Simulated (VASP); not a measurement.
# Fe2O3 (Hematite) (R-3c) in VASP: a series of runs

Fe2O3 (Hematite) is run at these levels: PBE; tasks: single point.

All numbers are computed with VASP 6.6.1; they aren't measurements. Logs are shortened: lines on timing, memory, paths and dates and some standing lists are left out, and cuts for length are marked.

## (1) The cell of the first run

The structure is trigonal, space group R-3c (No. 167). The conventional cell has a = 5.038 Å, b = 5.038 Å, c = 13.772 Å, α = 90.00°, β = 90.00°, γ = 120.00°. Within 2.6 Å of Fe (site symmetry 3) lie 6 O at 1.95 to 2.12 Å. Within 2.6 Å of O (site symmetry 2) lie 4 Fe at 1.95 to 2.12 Å.

## (2) Single point, PBE

Contents of INCAR:

```
SYSTEM = Fe2O3
PREC = Accurate ; ENCUT = 520
EDIFF = 1E-7 ; ISMEAR = -1
SIGMA = 0.05 ; LREAL = .False.
LASPH = .True. ; NELM = 60
ALGO = Normal ; ISIF = 2
LWAVE = .False. ; LCHARG = .False.
GGA = PE ; NBANDS = 45
```

Contents of KPOINTS:

```
regular mesh
0
Gamma
  5 5 5
  0 0 0
```

Contents of POSCAR:

```
Fe2O3
1.0
    2.5190000000      1.4543453300      4.5906666700
   -2.5190000000      1.4543453300      4.5906666700
    0.0000000000     -2.9086906600      4.5906666700
Fe O
4 6
Direct
    0.3553000000      0.3553000000      0.3553000000
    0.1447000000      0.1447000000      0.1447000000
    0.6447000000      0.6447000000      0.6447000000
    0.8553000000      0.8553000000      0.8553000000
    0.5559000000      0.9441000000      0.2500000000
    0.2500000000      0.5559000000      0.9441000000
    0.9441000000      0.2500000000      0.5559000000
    0.4441000000      0.0559000000      0.7500000000
    0.7500000000      0.4441000000      0.0559000000
    0.0559000000      0.7500000000      0.4441000000
```

Potentials or basis: VASP PAW PBE potentials, release 64 (Fe, O).

The run is started by

```sh
cat potpaw_PBE.64/Fe/POTCAR potpaw_PBE.64/O/POTCAR > POTCAR
mpirun -np 1 vasp_std > vasp.out
```

OUTCAR:

```text
SYSTEM = Fe2O3
   PREC = Accurate
   ENCUT = 520
   EDIFF = 1E-7
   ISMEAR = -1
   LREAL = .False.
   LASPH = .True.
   NELM = 60
   ISIF = 2
   GGA = PE

 ion  position               nearest neighbor table
   1  0.355  0.355  0.355-  10 1.95   8 1.95   9 1.95   5 2.12   6 2.12   7 2.12   2 2.90   3 2.97
                             3 2.97   3 2.97
   2  0.145  0.145  0.145-   9 1.95   8 1.95  10 1.95   5 2.12   7 2.12   6 2.12   1 2.90   4 2.97
                             4 2.97   4 2.97
   3  0.645  0.645  0.645-   7 1.95   5 1.95   6 1.95   8 2.12   9 2.12  10 2.12   4 2.90   1 2.97
                             1 2.97   1 2.97
   4  0.855  0.855  0.855-   6 1.95   5 1.95   7 1.95   8 2.12  10 2.12   9 2.12   3 2.90   2 2.97
                             2 2.97   2 2.97
   5  0.556  0.944  0.250-   3 1.95   4 1.95   1 2.12   2 2.12
   6  0.250  0.556  0.944-   4 1.95   3 1.95   1 2.12   2 2.12
   7  0.944  0.250  0.556-   3 1.95   4 1.95   2 2.12   1 2.12
   8  0.444  0.056  0.750-   1 1.95   2 1.95   3 2.12   4 2.12
   9  0.750  0.444  0.056-   2 1.95   1 1.95   3 2.12   4 2.12
  10  0.056  0.750  0.444-   1 1.95   2 1.95   4 2.12   3 2.12

  LATTYP: Found a trigonal (rhomboedric) cell.
 ALAT       =     5.4345838676
 COS(alpha) =     0.5703114898

  Lattice vectors:

 A1 = (   2.5190000000,   1.4543453300,   4.5906666700)
 A2 = (  -2.5190000000,   1.4543453300,   4.5906666700)
 A3 = (   0.0000000000,  -2.9086906600,   4.5906666700)

Analysis of symmetry for initial positions (statically):
=====================================================================
 Subroutine PRICEL returns:
 Original cell was already a primitive cell.

 Routine SETGRP: Setting up the symmetry group for a
 trigonal (rhombohedral) supercell.

 Subroutine GETGRP returns: Found 12 space group operations
 (whereof  6 operations were pure point group operations)
 out of a pool of 12 trial point group operations.

The static configuration has the point symmetry S_6 .
 The point group associated with its full space group is D_3d.

Analysis of symmetry for dynamics (positions and initial velocities):
=====================================================================
 Subroutine PRICEL returns:
 Original cell was already a primitive cell.

 Routine SETGRP: Setting up the symmetry group for a
 trigonal (rhombohedral) supercell.

 Subroutine GETGRP returns: Found 12 space group operations
[... 119 lines left out ...]
   NFREE  =      0    steps in history (QN), initial steepest desc. (CG)
   ISIF   =      2    stress and relaxation
   ISYM   =      2    0-nonsym 1-usesym 2-fastsym
   POTIM  = 0.5000    time-step for ionic-motion
   TEBEG  =    0.0;   TEEND  =   0.0 temperature during run
   PSTRESS=    0.0 pullay stress
   NELECT =      68.0000    total number of electrons
   NUPDOWN=      -1.0000    fix difference up-down
   EMIN   =  10.00;   EMAX   =-10.00  energy-range for DOS
   EFERMI =   0.00;   METHOD = LEGACY
   ISMEAR =    -1;   SIGMA  =   0.05  broadening in eV -4-tet -1-fermi 0-gaus
   EFERMI_NEDOS =   21; number of points for ismear=-14 and -15
   IALGO  =     38    algorithm
   IMIX   =      4    mixing-type and parameters
     AMIX     =   0.40;   BMIX     =  1.00
     AMIX_MAG =   1.60;   BMIX_MAG =  1.00
  volume/ion in A,a.u.               =      10.09        68.10
  Fermi-wavevector in a.u.,A,eV,Ry     =   1.435281  2.712288 28.028426  2.060031
  Thomas-Fermi vector in A             =   2.554597
   LORBIT       =      0    0 simple, 1 ext, 2 COOP (PROOUT), +10 PAW based schemes
   GGA     = PE    functional components
   LHFCALC =     F    Hartree Fock is set to
   AEXX    =    0.0000 exact exchange contribution
   IVDW    =     0    specifies the selected vdW correction
   LEPSILON=     F    determine dielectric tensor
   LRPA    =     F    only Hartree local field effects (RPA)
 non-spin polarized calculation
  energy-cutoff  :      520.00
  volume of cell :      100.91
 maximum number of plane-waves:      2741
   NGX = 21   NGY = 21   NGZ = 21

 number of electron      67.9999996 magnetization

 Free energy of the ion-electron system (eV)
  ---------------------------------------------------
  ext. energy  EPLUGINS =         0.00000000
  ---------------------------------------------------
  free energy    TOTEN  =       -72.59379417 eV

  energy without entropy =      -72.45111795  energy(sigma->0) =      -72.52245606

 E-fermi :   3.7610     XC(G=0): -11.6578

 val. band max:        3.7506642834   @ k =  -0.4000   0.2000   0.0000
 cond. band min:       3.7618642326   @ k =   0.4000   0.2000   0.2000
 fundamental gap:      0.0111999491
 Fermi energy:         3.7610486624

 k-point     1 :       0.0000    0.0000    0.0000
  band No.  band energies     occupation
      1     -15.9827      2.00000
      2     -14.5489      2.00000
      3     -14.4538      2.00000
      4     -14.4538      2.00000
      5     -14.4396      2.00000
      6     -14.4396      2.00000
[... 901 lines left out ...]
     44       5.8570      0.00000
     45      11.1234      0.00000

------------------------ aborting loop because EDIFF is reached ----------------------------------------

  FORCE on cell =-STRESS in cart. coord.  units (eV):
  Direction    XX          YY          ZZ          XY          YZ          ZX
  --------------------------------------------------------------------------------------
  -------------------------------------------------------------------------------------
  Total      -17.8472779    -17.8472780    -14.0627859      0.0000000      0.0000000     -0.0000000
  in kB     -283.3739022   -283.3739029   -223.2848363      0.0000000      0.0000000     -0.0000000
  external PRESSURE =    -263.3442138 kB  Pullay stress =       0.0000000 kB

 VOLUME and BASIS-vectors are now :
 -----------------------------------------------------------------------------
  energy-cutoff  :      520.00
  volume of cell :      100.91
      direct lattice vectors                 reciprocal lattice vectors
     2.519000000  1.454345330  4.590666670     0.198491465  0.114599101  0.072611095
    -2.519000000  1.454345330  4.590666670    -0.198491465  0.114599101  0.072611095
     0.000000000 -2.908690660  4.590666670     0.000000000 -0.229198201  0.072611095

 POSITION                                       TOTAL-FORCE (eV/Angst)
 -----------------------------------------------------------------------------------
      0.00000      0.00000      4.89319         0.000000      0.000000     -0.570395
      0.00000      0.00000      1.99281         0.000000      0.000000      0.570395
      0.00000      0.00000      8.87881         0.000000      0.000000      0.570395
      0.00000      0.00000     11.77919         0.000000      0.000000     -0.570395
     -0.97788      1.45435      8.03367         0.226734      0.000000      0.000000
     -0.77056     -1.57404      8.03367        -0.113367      0.196357      0.000000
      1.74844      0.11969      8.03367        -0.113367     -0.196357      0.000000
      0.97788     -1.45435      5.73833        -0.226734      0.000000      0.000000
      0.77056      1.57404      5.73833         0.113367     -0.196357      0.000000
     -1.74844     -0.11969      5.73833         0.113367      0.196357      0.000000
 -----------------------------------------------------------------------------------
    total drift:                               -0.000000     -0.000000     -0.000000

  FREE ENERGIE OF THE ION-ELECTRON SYSTEM (eV)
  ---------------------------------------------------
  free  energy   TOTEN  =       -72.5937941738 eV

  energy  without entropy=      -72.4511179497  energy(sigma->0) =      -72.52245606
```

OSZICAR:

```text
N       E                     dE             d eps       ncg     rms          rms(c)
DAV:   1     0.810886696930E+03    0.81089E+03   -0.31519E+04  1710   0.179E+03
DAV:   2     0.566004202372E+02   -0.75429E+03   -0.70053E+03  1795   0.452E+02
DAV:   3    -0.832188937105E+02   -0.13982E+03   -0.13099E+03  2095   0.216E+02
DAV:   4    -0.916629675248E+02   -0.84441E+01   -0.81868E+01  2033   0.542E+01
[... 10 lines left out ...]
DAV:  15    -0.725937950498E+02    0.67894E-05   -0.19574E-05  2345   0.414E-02    0.709E-03
DAV:  16    -0.725937944570E+02    0.59280E-06   -0.49965E-06  1880   0.151E-02    0.350E-03
DAV:  17    -0.725937942608E+02    0.19619E-06   -0.26467E-07  1396   0.727E-03    0.120E-03
DAV:  18    -0.725937941201E+02    0.14072E-06   -0.15250E-07  1094   0.369E-03    0.652E-04
DAV:  19    -0.725937941738E+02   -0.53669E-07   -0.76822E-08   945   0.286E-03
   1 F= -.72593794E+02 E0= -.72522456E+02  d E =-.142676E+00
```

It took 1.8 min on 1 thread of AMD EPYC 7R13 (Zen 3), shared host; peak memory 0.23 GiB.

Results:

```yaml
Free_energy: -72.5938 eV
Pressure: -26.3 GPa
Largest_force: 0.570 eV/Å
Band_gap_on_the_k_mesh: zero (band 34 reaches 4.03 eV, above the bottom of band 35 at 3.69 eV)
```

Forces in eV/Å, atoms in the order of the input:
```
Fe   0.000  0.000 -0.570
Fe   0.000  0.000  0.570
Fe   0.000  0.000  0.570
Fe   0.000  0.000 -0.570
O    0.227  0.000  0.000
O   -0.113  0.196  0.000
O   -0.113 -0.196  0.000
O   -0.227  0.000  0.000
O    0.113 -0.196  0.000
O    0.113  0.196  0.000
```

Levels at points of the mesh, in eV from the Fermi level:
```
           k point  band 32  band 33  band 34  band 35  band 36  band 37
(0.00, 0.00, 0.00)    -0.50     0.08     0.27     0.27     0.29     0.84
```

Caveat: the run has no spin polarisation, though such a crystal can be magnetic; semilocal functionals often make such compounds metallic where correlation or magnetic order opens a gap, which also shifts bond lengths. With open d or f shells a metallic result of PBE can be an artefact of self-interaction; +U or a hybrid may open a gap.

## (3) Single point, PBE, collinear spin, ferrimagnetic start

Contents of INCAR:

```
  PREC = Accurate
  ENCUT = 520
  EDIFF = 1E-6
  ISMEAR = -1
  SIGMA = 0.05
  LREAL = False
  LASPH = True
  NELM = 150
  ALGO = Normal
  ISIF = 2
  LWAVE = False
  LCHARG = False
  ISPIN = 2
  MAGMOM = 4 4 4 -4 0 0 0 0 0 0
  LORBIT = 11
  LMAXMIX = 4
  GGA = PE
  NBANDS = 49
```

Contents of KPOINTS:

```
regular mesh
0
Gamma
  5 5 5
```

POSCAR is that of step 2.

Potentials or basis: VASP PAW PBE potentials, release 64 (Fe, O).

The run is started by

```sh
cat potpaw_PBE.64/Fe/POTCAR potpaw_PBE.64/O/POTCAR > POTCAR
mpirun -np 1 vasp_std > vasp.out
```

It took 29 min on 1 thread of AMD EPYC 7R13, shared host; peak memory 0.35 GiB.

It converged, with:

| Property | Result |
| --- | --- |
| Free energy | -74.4797 eV |
| Pressure | -0.5 GPa |
| Largest force | 0.458 eV/Å |
| Net moment | 8.28 μB per cell |
| Site moments | Fe +3.57, +3.50, +3.47, -3.36; O +0.09, +0.18 μB |
| Valence electrons inside the program's atomic spheres | Fe 6.85, 6.84, 6.87; O 4.99, 5.00 |

Forces in eV/Å, atoms in the order of the input:
```
Fe   0.000  0.000 -0.201
Fe   0.000  0.000  0.458
Fe   0.000  0.000  0.171
Fe   0.000  0.000 -0.037
O    0.355  0.085 -0.195
O   -0.252  0.265 -0.195
O   -0.104 -0.351 -0.195
O    0.165 -0.134  0.064
O    0.033  0.210  0.064
O   -0.199 -0.076  0.064
```

Stress tensor (GPa, compression positive):
```
-0.36  0.00  0.00
 0.00 -0.36  0.00
 0.00  0.00 -0.82
```

Levels at points of the mesh, in eV from the Fermi level:
Spin up:
| k point | band 34 | band 35 | band 36 | band 37 | band 38 | band 39 | band 40 | band 41 | band 42 | band 43 |
| --- | --- | --- | --- | --- | --- | --- | --- | --- | --- | --- |
| (0.00, 0.00, 0.00) | -1.06 | -1.06 | -0.58 | -0.58 | 0.17 | 0.17 | 0.63 | 0.96 | 0.96 | 2.28 |
Spin down:
| k point | band 28 | band 29 | band 30 | band 31 | band 32 | band 33 |
| --- | --- | --- | --- | --- | --- | --- |
| (0.00, 0.00, 0.00) | -0.81 | -0.81 | 0.05 | 0.13 | 0.13 | 0.48 |

Caveat: semilocal functionals often make such compounds metallic where correlation or magnetic order opens a gap, which also shifts bond lengths.
